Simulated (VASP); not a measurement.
Runs of VASP 6.6.1 on YLuN2. The structure is that of space group P4/mmm (No. 123), or close to it. The cells are those of the table. 

| level | cell | k mesh | gap on the mesh (eV) | pressure (GPa) |
| --- | --- | --- | --- | --- |
| r2SCAN | a = 3.339, b = 3.339, c = 4.720 Å, 4 atoms | 6 × 6 × 4 | (a) | 13.4 |
| r2SCAN | a = 3.443, b = 3.443, c = 4.867 Å, 4 atoms | 6 × 6 × 4 | 0.52 | -4.3 |
| r2SCAN | a = 3.476, b = 3.476, c = 4.913 Å, 4 atoms | 6 × 6 × 4 | 0.59 | -8.7 |
| PBE | a = 3.409, b = 3.409, c = 4.819 Å, 4 atoms | 8 × 8 × 6 | 0.05 | (c) |
| PBE | a = 3.456, b = 3.456, c = 4.884 Å, 4 atoms | 6 × 6 × 4 | 0.15 | -4.3 |
| PBE | a = 3.489, b = 3.489, c = 4.931 Å, 4 atoms | 6 × 6 × 4 | (b) | -8.3 |
| r2SCAN | a = 3.409, b = 3.409, c = 4.819 Å, 4 atoms | 6 × 6 × 4 | (d) | 0.7 |
| PBE | a = 3.422, b = 3.422, c = 4.836 Å, 4 atoms | 6 × 6 × 4 | 0.08 | 0.3 |

Alike in all rows: task single point; potentials or basis VASP PAW PBE potentials, release 64 (Y_sv, N, Lu); no spin polarisation; cutoff (eV) 520; smearing fermi-dirac 0.02 eV.

Question: Fill in the values left out.

Answer: (a) 0.26; (b) 0.21; (c) 2.1; (d) 0.44.

Caveats: spin-orbit coupling is left out, which moves the levels of the heavy elements; the PAW data sets were made with another functional, which shifts forces and pressure a little (some runs).

A k mesh can miss the band edges, and the runs leave out spin-orbit coupling on Lu, Y.
